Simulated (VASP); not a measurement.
Here is a VASP 6.6.1 calculation.

INCAR

```
PREC = Accurate ; ENCUT = 520
EDIFF = 1E-6 ; ISMEAR = -1
SIGMA = 0.05 ; LREAL = False
LASPH = True ; NELM = 100
ALGO = Normal ; ISIF = 2
LWAVE = False ; LCHARG = True
GGA = PS ; LELF = True
LVHAR = True ; NBANDS = 16
```

The input KPOINTS:

```
regular mesh
0
Gamma
  10 10 10
```

Contents of POSCAR:

```
HgTe
1.0
   -2.9834303915      2.9834303915      1.5275763738
    2.9834303915     -2.9834303915      1.5275763738
    2.9834303915      2.9834303915     -1.5275763738
Hg Te
1 1
Direct
    0.7500000000      0.2500000000      0.5000000000
    0.0000000000      0.0000000000      0.0000000000
```

Potentials or basis: VASP PAW PBE potentials, release 64 (Hg, Te).

The run is started by

```console
$ cat potpaw_PBE.64/Hg/POTCAR potpaw_PBE.64/Te/POTCAR > POTCAR
$ mpirun -np 1 vasp_std > vasp.out
```

Question: Estimate the band gap on the k mesh.

Answer: Zero (band 9 reaches 6.62 eV, above the bottom of band 10 at 2.88 eV).

Question: Estimate the pressure.

Answer: -0.5 GPa.

Stress tensor (GPa, compression positive):
```
-2.37  0.00  0.00
 0.00 -2.37  0.00
 0.00  0.00  3.12
```

Caveat: the PAW data sets were made with another functional, which shifts forces and pressure a little; spin-orbit coupling is left out, which moves the levels of the heavy elements.
